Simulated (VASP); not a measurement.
# EuS (Fm-3m) in VASP: notebook

EuS is run at these levels: PBE; tasks: single point.

Program: VASP 6.6.1. These are calculated values, not measurements. Logs are shortened: lines on timing, memory, paths and dates and some standing lists are left out, and cuts for length are marked.

### Step 1. The cell of the first run

Symmetry: Fm-3m, No. 225, cubic system. The conventional cell has a = 5.957 Å, b = 5.957 Å, c = 5.957 Å, α = 90.00°, β = 90.00°, γ = 90.00°. Within 3.9 Å of Eu (site symmetry m-3m) lie 6 S at 2.98 Å. S (site symmetry m-3m) has 6 Eu at 2.98 Å within 3.9 Å.

### Step 2. Single point, PBE, collinear spin, ferromagnetic start

Contents of INCAR:

```
ALGO = Normal
EDIFF = 1E-6
ENCUT = 600
GGA = PE
GGA_COMPAT = F
ISIF = 2
ISMEAR = 0
ISPIN = 2
LASPH = T
LCHARG = F
LMAXMIX = 6
LORBIT = 11
LREAL = F
LWAVE = F
MAGMOM = 7 0
NBANDS = 22
NELM = 200
PREC = Accurate
SIGMA = 0.016
```

Contents of KPOINTS:

```
k-points
0
Gamma
  8 8 8
```

Contents of POSCAR:

```
EuS
1.0
    0.0000000000      2.9785000000      2.9785000000
    2.9785000000      0.0000000000      2.9785000000
    2.9785000000      2.9785000000      0.0000000000
Eu S
1 1
Direct
    0.0000000000      0.0000000000      0.0000000000
    0.5000000000      0.5000000000      0.5000000000
```

Potentials or basis: VASP PAW PBE potentials, release 64 (Eu, S).

Run with:

```console
> cat potpaw_PBE.64/Eu/POTCAR potpaw_PBE.64/S/POTCAR > POTCAR
> mpirun -np 1 vasp_std > vasp.out
```

OUTCAR:

```text
EDIFF = 1E-6
   ENCUT = 600
   GGA = PE
   ISIF = 2
   ISMEAR = 0
   ISPIN = 2
   LASPH = T
   LORBIT = 11
   LREAL = F
   NELM = 200
   PREC = Accurate

 ion  position               nearest neighbor table
   1  0.000  0.000  0.000-   2 2.98   2 2.98   2 2.98   2 2.98   2 2.98   2 2.98
   2  0.500  0.500  0.500-   1 2.98   1 2.98   1 2.98   1 2.98   1 2.98   1 2.98

  LATTYP: Found a face centered cubic cell.
 ALAT       =     5.9570000000

  Lattice vectors:

 A1 = (   0.0000000000,   2.9785000000,   2.9785000000)
 A2 = (   2.9785000000,   0.0000000000,   2.9785000000)
 A3 = (   2.9785000000,   2.9785000000,   0.0000000000)

Analysis of symmetry for initial positions (statically):
=====================================================================
 Subroutine PRICEL returns:
 Original cell was already a primitive cell.

 Routine SETGRP: Setting up the symmetry group for a
 face centered cubic supercell.

 Subroutine GETGRP returns: Found 48 space group operations
 (whereof 48 operations were pure point group operations)
 out of a pool of 48 trial point group operations.

The static configuration has the point symmetry O_h .

Analysis of symmetry for dynamics (positions and initial velocities):
=====================================================================
 Subroutine PRICEL returns:
 Original cell was already a primitive cell.

 Routine SETGRP: Setting up the symmetry group for a
 face centered cubic supercell.

 Subroutine GETGRP returns: Found 48 space group operations
 (whereof 48 operations were pure point group operations)
 out of a pool of 48 trial point group operations.

The dynamic configuration has the point symmetry O_h .

Analysis of structural, dynamic, and magnetic symmetry:
=====================================================================
 Subroutine PRICEL returns:
 Original cell was already a primitive cell.

 Routine SETGRP: Setting up the symmetry group for a
 face centered cubic supercell.

 Subroutine GETGRP returns: Found 48 space group operations
 (whereof 48 operations were pure point group operations)
 out of a pool of 48 trial point group operations.

The overall configuration has the point symmetry O_h .

 Subroutine INISYM returns: Found 48 space group operations
 (whereof 48 operations are pure point group operations),
 and found     1 'primitive' translations

----------------------------------------------------------------------------------------

                                     Primitive cell

  volume of cell :      52.8473

  direct lattice vectors                    reciprocal lattice vectors
     0.000000000  2.978500000  2.978500000    -0.167869733  0.167869733  0.167869733
     2.978500000  0.000000000  2.978500000     0.167869733 -0.167869733  0.167869733
     2.978500000  2.978500000  0.000000000     0.167869733  0.167869733 -0.167869733

  length of vectors
     4.212235096  4.212235096  4.212235096     0.290758907  0.290758907  0.290758907

  position of ions in fractional coordinates (direct lattice)
     0.000000000  0.000000000  0.000000000
     0.500000000  0.500000000  0.500000000

  ion indices of the primitive-cell ions
   primitive index   ion index
                 1           1
                 2           2

----------------------------------------------------------------------------------------

 KPOINTS: k-points

Automatic generation of k-mesh.
 Grid dimensions read from file:
 generate k-points for:    8    8    8

 Generating k-lattice:

  Cartesian coordinates                     Fractional coordinates (reciprocal lattice)
    -0.020983717  0.020983717  0.020983717     0.125000000  0.000000000  0.000000000
     0.020983717 -0.020983717  0.020983717     0.000000000  0.125000000  0.000000000
     0.020983717  0.020983717 -0.020983717     0.000000000  0.000000000  0.125000000

  Length of vectors
     0.036344863  0.036344863  0.036344863

  Shift w.r.t. Gamma in fractional coordinates (k-lattice)
     0.000000000  0.000000000  0.000000000

 Subroutine IBZKPT returns following result:
 ===========================================

 Found     29 irreducible k-points:

 Following reciprocal coordinates:
            Coordinates               Weight
  0.000000  0.000000  0.000000      1.000000
  0.125000  0.000000  0.000000      8.000000
  0.250000  0.000000  0.000000      8.000000
  0.375000  0.000000  0.000000      8.000000
  0.500000  0.000000  0.000000      4.000000
  0.125000  0.125000  0.000000      6.000000
[... 16 lines left out ...]
  0.500000  0.250000  0.125000     48.000000
 -0.375000  0.250000  0.125000     24.000000
 [... further k-points ...]
   k-points           NKPTS =     29   k-points in BZ     NKDIM =     29   number of bands    NBANDS=     22
   number of dos      NEDOS =    301   number of ions     NIONS =      2
   total plane-waves  NPLWV =  46656
   dimension x,y,z NGX =    36 NGY =   36 NGZ =   36
   dimension x,y,z NGXF=    72 NGYF=   72 NGZF=   72
   ions per type =               1   1
   NGX,Y,Z   is equivalent  to a cutoff of  14.21, 14.21, 14.21 a.u.
   NGXF,Y,Z  is equivalent  to a cutoff of  28.42, 28.42, 28.42 a.u.
 SYSTEM =  unknown system
   PREC   = accura    normal or accurate (medium, high low for compatibility)
   ISTART =      0    job   : 0-new  1-cont  2-samecut
   ICHARG =      2    charge: 1-file 2-atom 10-const
   ISPIN  =      2    spin polarized calculation?
   LNONCOLLINEAR =      F non collinear calculations
   LSORBIT =      F    spin-orbit coupling
   LASPH  =      T    aspherical Exc in radial PAW
   ENCUT  =  600.0 eV  44.10 Ry    6.64 a.u.   8.41  8.41  8.41*2*pi/ulx,y,z
   NELM   =    200;   NELMIN=  2; NELMDL= -5     # of ELM steps
   EDIFF  = 0.1E-05   stopping-criterion for ELM
   LREAL  =      F    real-space projection
   EDIFFG = 0.1E-04   stopping-criterion for IOM
   NSW    =      0    number of steps for IOM
   IBRION =     -1    ionic relax: 0-MD 1-quasi-New 2-CG
   NFREE  =      0    steps in history (QN), initial steepest desc. (CG)
   ISIF   =      2    stress and relaxation
   ISYM   =      2    0-nonsym 1-usesym 2-fastsym
   POTIM  = 0.5000    time-step for ionic-motion
   TEBEG  =    0.0;   TEEND  =   0.0 temperature during run
   PSTRESS=    0.0 pullay stress
   NELECT =      23.0000    total number of electrons
   NUPDOWN=      -1.0000    fix difference up-down
   EMIN   =  10.00;   EMAX   =-10.00  energy-range for DOS
   EFERMI =   0.00;   METHOD = LEGACY
   ISMEAR =     0;   SIGMA  =   0.02  broadening in eV -4-tet -1-fermi 0-gaus
   EFERMI_NEDOS =   21; number of points for ismear=-14 and -15
   IALGO  =     38    algorithm
   IMIX   =      4    mixing-type and parameters
     AMIX     =   0.40;   BMIX     =  1.00
     AMIX_MAG =   1.60;   BMIX_MAG =  1.00
  volume/ion in A,a.u.               =      26.42       178.32
  Fermi-wavevector in a.u.,A,eV,Ry     =   1.240633  2.344456 20.941667  1.539169
  Thomas-Fermi vector in A             =   2.375065
   LORBIT       =     11    0 simple, 1 ext, 2 COOP (PROOUT), +10 PAW based schemes
   GGA     = PE    functional components
   LHFCALC =     F    Hartree Fock is set to
   AEXX    =    0.0000 exact exchange contribution
   IVDW    =     0    specifies the selected vdW correction
   LEPSILON=     F    determine dielectric tensor
   LRPA    =     F    only Hartree local field effects (RPA)
 spin polarized calculation
 Gauss-broadening in eV      SIGMA  =   0.02
  energy-cutoff  :      600.00
  volume of cell :       52.85
 maximum number of plane-waves:      1807
 NGX is ok and might be reduce to    36
   NGX = 17   NGY = 17   NGZ = 17

 number of electron      22.9999997 magnetization       6.9898125

 Free energy of the ion-electron system (eV)
  ---------------------------------------------------
  ext. energy  EPLUGINS =         0.00000000
  ---------------------------------------------------
  free energy    TOTEN  =       -19.89923379 eV

  energy without entropy =      -19.89914361  energy(sigma->0) =      -19.89918870

 E-fermi :   4.2688     XC(G=0):  -9.6352

 val. band max:        4.2390917785   @ k =   0.1250   0.0000   0.0000
 cond. band min:       4.2762118691   @ k =   0.1250   0.1250   0.0000
 fundamental gap:      0.0371200905
 Fermi energy:         4.2687970633

 spin component 1

 k-point     1 :       0.0000    0.0000    0.0000
  band No.  band energies     occupation
      1     -37.2052      1.00000
      2     -15.9201      1.00000
      3     -15.9201      1.00000
      4     -15.9201      1.00000
      5      -9.1826      1.00000
      6       1.5226      1.00000
[... 14 lines left out ...]
     21       6.2342      0.00000
     22      11.6511      0.00000
[... 552 lines left out ...]
  band No.  band energies     occupation
      1     -37.1902      1.00000
      2     -16.1879      1.00000
      3     -16.0151      1.00000
      4     -15.9704      1.00000
      5      -8.4789      1.00000
      6      -0.5672      1.00000
[... 14 lines left out ...]
     21      10.4513      0.00000
     22      11.3858      0.00000

 [... further k-points ...]

 spin component 2

 k-point     1 :       0.0000    0.0000    0.0000
  band No.  band energies     occupation
      1     -34.1186      1.00000
      2     -13.6611      1.00000
      3     -13.6611      1.00000
      4     -13.6611      1.00000
      5      -9.1776      1.00000
      6       1.6700      1.00000
[... 14 lines left out ...]
     21       9.0562      0.00000
     22      12.8386      0.00000
[... 552 lines left out ...]
  band No.  band energies     occupation
      1     -34.0976      1.00000
      2     -14.0655      1.00000
      3     -13.7869      1.00000
      4     -13.7267      1.00000
      5      -8.4149      1.00000
      6      -0.3236      1.00000
[... 14 lines left out ...]
     21      11.4674      0.00000
     22      12.2694      0.00000

 [... further k-points ...]

------------------------ aborting loop because EDIFF is reached ----------------------------------------

  FORCE on cell =-STRESS in cart. coord.  units (eV):
  Direction    XX          YY          ZZ          XY          YZ          ZX
  --------------------------------------------------------------------------------------
  -------------------------------------------------------------------------------------
  Total       -0.9091718     -0.9091718     -0.9091718     -0.0000000      0.0000000      0.0000000
  in kB      -27.5634596    -27.5634596    -27.5634596     -0.0000000      0.0000000      0.0000000
  external PRESSURE =     -27.5634596 kB  Pullay stress =       0.0000000 kB

 VOLUME and BASIS-vectors are now :
 -----------------------------------------------------------------------------
  energy-cutoff  :      600.00
  volume of cell :       52.85
      direct lattice vectors                 reciprocal lattice vectors
     0.000000000  2.978500000  2.978500000    -0.167869733  0.167869733  0.167869733
     2.978500000  0.000000000  2.978500000     0.167869733 -0.167869733  0.167869733
     2.978500000  2.978500000  0.000000000     0.167869733  0.167869733 -0.167869733

 POSITION                                       TOTAL-FORCE (eV/Angst)
 -----------------------------------------------------------------------------------
      0.00000      0.00000      0.00000         0.000000      0.000000      0.000000
      2.97850      2.97850      2.97850        -0.000000     -0.000000     -0.000000
 -----------------------------------------------------------------------------------
    total drift:                               -0.000000      0.000000      0.000000

  FREE ENERGIE OF THE ION-ELECTRON SYSTEM (eV)
  ---------------------------------------------------
  free  energy   TOTEN  =       -19.8992337937 eV

  energy  without entropy=      -19.8991436131  energy(sigma->0) =      -19.89918870

 total charge

# of ion       s       p       d       f       tot
--------------------------------------------------
    1        2.027   5.757   0.304   6.658  14.746
    2        1.316   2.430   0.000   0.000   3.746
--------------------------------------------------
tot          3.343   8.187   0.304   6.658  18.492

 magnetization (x)

# of ion       s       p       d       f       tot
--------------------------------------------------
    1       -0.015  -0.113   0.093   6.627   6.592
    2       -0.007  -0.066   0.000   0.000  -0.073
--------------------------------------------------
tot         -0.022  -0.180   0.093   6.627   6.519
```

It took 4.6 min on 1 thread of Oxide Virtual Turin-like, shared host; peak memory 0.26 GiB.

Results:

| Quantity | Value |
| --- | --- |
| Free energy | -19.8992 eV |
| Pressure | -2.8 GPa |
| Band gap on the k mesh | zero (filled and empty bands overlap) |
| Net moment | 6.99 μB per cell |
| Site moments | Eu +6.59; S -0.07 μB |
| Valence electrons inside the program's atomic spheres | Eu 14.75; S 3.75 |

Caveat: spin-orbit coupling is left out, which moves the levels of the heavy elements; a cell with one magnetic atom can't hold antiferromagnetic order, which such compounds often take; semilocal functionals describe open f shells poorly, which spoils levels, moments and volumes. With open d or f shells a metallic result of PBE can be an artefact of self-interaction; +U or a hybrid may open a gap.

### Step 3. Single point, PBE, collinear spin, ferromagnetic start

Changes to INCAR since step 2:

```diff
@@ -18,2 +18,2 @@
 PREC = Accurate
-SIGMA = 0.016
+SIGMA = 0.017
```

KPOINTS is that of step 2.

POSCAR is that of step 2.

Potentials or basis: VASP PAW PBE potentials, release 64 (Eu, S).

Run with:

```console
> cat potpaw_PBE.64/Eu/POTCAR potpaw_PBE.64/S/POTCAR > POTCAR
> mpirun -np 1 vasp_std > vasp.out
```

OUTCAR:

```text
EDIFF = 1E-6
   ENCUT = 600
   GGA = PE
   ISIF = 2
   ISMEAR = 0
   ISPIN = 2
   LASPH = T
   LORBIT = 11
   LREAL = F
   NELM = 200
   PREC = Accurate

 ion  position               nearest neighbor table
   1  0.000  0.000  0.000-   2 2.98   2 2.98   2 2.98   2 2.98   2 2.98   2 2.98
   2  0.500  0.500  0.500-   1 2.98   1 2.98   1 2.98   1 2.98   1 2.98   1 2.98

  LATTYP: Found a face centered cubic cell.
 ALAT       =     5.9570000000

  Lattice vectors:

 A1 = (   0.0000000000,   2.9785000000,   2.9785000000)
 A2 = (   2.9785000000,   0.0000000000,   2.9785000000)
 A3 = (   2.9785000000,   2.9785000000,   0.0000000000)

Analysis of symmetry for initial positions (statically):
=====================================================================
 Subroutine PRICEL returns:
 Original cell was already a primitive cell.

 Routine SETGRP: Setting up the symmetry group for a
[... 802 lines left out ...]
      5      -9.1776      1.00000
      6       1.6700      1.00000
[... 589 lines left out ...]
     21      11.4674      0.00000
     22      12.2693      0.00000

 [... further k-points ...]

------------------------ aborting loop because EDIFF is reached ----------------------------------------

  FORCE on cell =-STRESS in cart. coord.  units (eV):
  Direction    XX          YY          ZZ          XY          YZ          ZX
  --------------------------------------------------------------------------------------
  -------------------------------------------------------------------------------------
  Total       -0.9093919     -0.9093919     -0.9093919      0.0000000     -0.0000000      0.0000000
  in kB      -27.5701311    -27.5701311    -27.5701311      0.0000000     -0.0000000      0.0000000
  external PRESSURE =     -27.5701311 kB  Pullay stress =       0.0000000 kB

 VOLUME and BASIS-vectors are now :
 -----------------------------------------------------------------------------
  energy-cutoff  :      600.00
  volume of cell :       52.85
      direct lattice vectors                 reciprocal lattice vectors
     0.000000000  2.978500000  2.978500000    -0.167869733  0.167869733  0.167869733
     2.978500000  0.000000000  2.978500000     0.167869733 -0.167869733  0.167869733
     2.978500000  2.978500000  0.000000000     0.167869733  0.167869733 -0.167869733

 POSITION                                       TOTAL-FORCE (eV/Angst)
 -----------------------------------------------------------------------------------
      0.00000      0.00000      0.00000         0.000000      0.000000     -0.000000
      2.97850      2.97850      2.97850         0.000000     -0.000000      0.000000
 -----------------------------------------------------------------------------------
    total drift:                               -0.000000      0.000000      0.000000

  FREE ENERGIE OF THE ION-ELECTRON SYSTEM (eV)
  ---------------------------------------------------
  free  energy   TOTEN  =       -19.8992395636 eV

  energy  without entropy=      -19.8991397281  energy(sigma->0) =      -19.89918965

 total charge

# of ion       s       p       d       f       tot
--------------------------------------------------
    1        2.027   5.757   0.304   6.658  14.746
    2        1.316   2.430   0.000   0.000   3.746
--------------------------------------------------
tot          3.343   8.187   0.304   6.658  18.492

 magnetization (x)

# of ion       s       p       d       f       tot
--------------------------------------------------
    1       -0.015  -0.113   0.093   6.627   6.592
    2       -0.007  -0.066   0.000   0.000  -0.073
--------------------------------------------------
tot         -0.022  -0.180   0.093   6.627   6.519
```

stdout:

```text
POSCAR found type information on POSCAR EuS
 POSCAR found :  2 types and       2 ions
 scaLAPACK will be used
 LDA part: xc-table for (Slater+PW92), standard interpolation
 POSCAR, INCAR and KPOINTS ok, starting setup
 FFT: planning ... GRIDC
 FFT: planning ... GRID_SOFT
 FFT: planning ... GRID
 WAVECAR not read
 entering main loop
```

Run time: 4.8 min. Hardware: 1 thread of Oxide Virtual Turin-like, shared host; peak memory 0.25 GiB.

Results:

```
Free energy                                           : -19.8992 eV
Pressure                                              : -2.8 GPa
Band gap on the k mesh                                : zero (filled and empty bands overlap)
Net moment                                            : 6.99 μB per cell
Site moments                                          : Eu +6.59; S -0.07 μB
Valence electrons inside the program's atomic spheres : Eu 14.75; S 3.75
```

Caveat: spin-orbit coupling is left out, which moves the levels of the heavy elements; a cell with one magnetic atom can't hold antiferromagnetic order, which such compounds often take; semilocal functionals describe open f shells poorly, which spoils levels, moments and volumes.

### Step 4. Single point, PBE, collinear spin, ferromagnetic start

Contents of INCAR:

```
SYSTEM = EuS
ALGO = Normal
EDIFF = 1E-6
ENCUT = 600
GGA = PE
GGA_COMPAT = .FALSE.
ISIF = 2
ISMEAR = 0
ISPIN = 2
LASPH = .TRUE.
LCHARG = .FALSE.
LMAXMIX = 6
LORBIT = 11
LREAL = .FALSE.
LWAVE = .FALSE.
MAGMOM = 7 0
NBANDS = 22
NELM = 200
PREC = Accurate
SIGMA = 0.019000000000000003
```

Contents of KPOINTS:

```
k-points
0
G
  8 8 8
  0 0 0
```

POSCAR is that of step 3.

Run with:

```console
> cat potpaw_PBE.64/Eu/POTCAR potpaw_PBE.64/S/POTCAR > POTCAR
> mpirun -np 1 vasp_std > vasp.out
```

It took 5 min on 1 thread of Oxide Virtual Turin-like, shared host; peak memory 0.26 GiB.

Results (log left out):

| Quantity | Value |
| --- | --- |
| Free energy | -19.8993 eV |
| Pressure | -2.8 GPa |
| Band gap on the k mesh | zero (filled and empty bands overlap) |
| Net moment | 6.99 μB per cell |
| Site moments | Eu +6.59; S -0.07 μB |
| Valence electrons inside the program's atomic spheres | Eu 14.75; S 3.75 |

Levels at points of the mesh, in eV from the Fermi level:
Spin up:
```
           k point  band 11  band 12  band 13  band 14  band 15  band 16  band 17  band 18  band 19  band 20
(0.00, 0.00, 0.00)    -0.21    -0.21     0.11     0.11     0.11     0.82     1.10     1.10     1.10     1.97
(0.50, 0.00, 0.00)    -0.34    -0.25    -0.25    -0.21    -0.20     2.96     3.24     3.66     3.66     6.56
(0.50, 0.50, 0.00)    -0.28    -0.26    -0.26    -0.22    -0.04    -0.04     3.10     3.24     4.53     4.69
```
Spin down:
```tsv
k point	band 4	band 5	band 6	band 7	band 8	band 9	band 10	band 11	band 12	band 13
(0.00, 0.00, 0.00)	-17.93	-13.45	-2.60	-2.60	-2.60	1.45	1.87	1.87	1.87	2.75
(0.50, 0.00, 0.00)	-17.96	-12.49	-5.11	-3.72	-3.72	2.89	4.06	4.14	4.14	4.47
(0.50, 0.50, 0.00)	-18.05	-13.11	-3.73	-2.95	-2.95	-0.12	3.95	3.97	4.30	4.40
```

Caveat: spin-orbit coupling is left out, which moves the levels of the heavy elements; a cell with one magnetic atom can't hold antiferromagnetic order, which such compounds often take; semilocal functionals describe open f shells poorly, which spoils levels, moments and volumes. With open d or f shells a metallic result of PBE can be an artefact of self-interaction; +U or a hybrid may open a gap.

[end of part 1 of 2]

The gap in the log of VASP goes by the Fermi energy; the results here count the filled bands.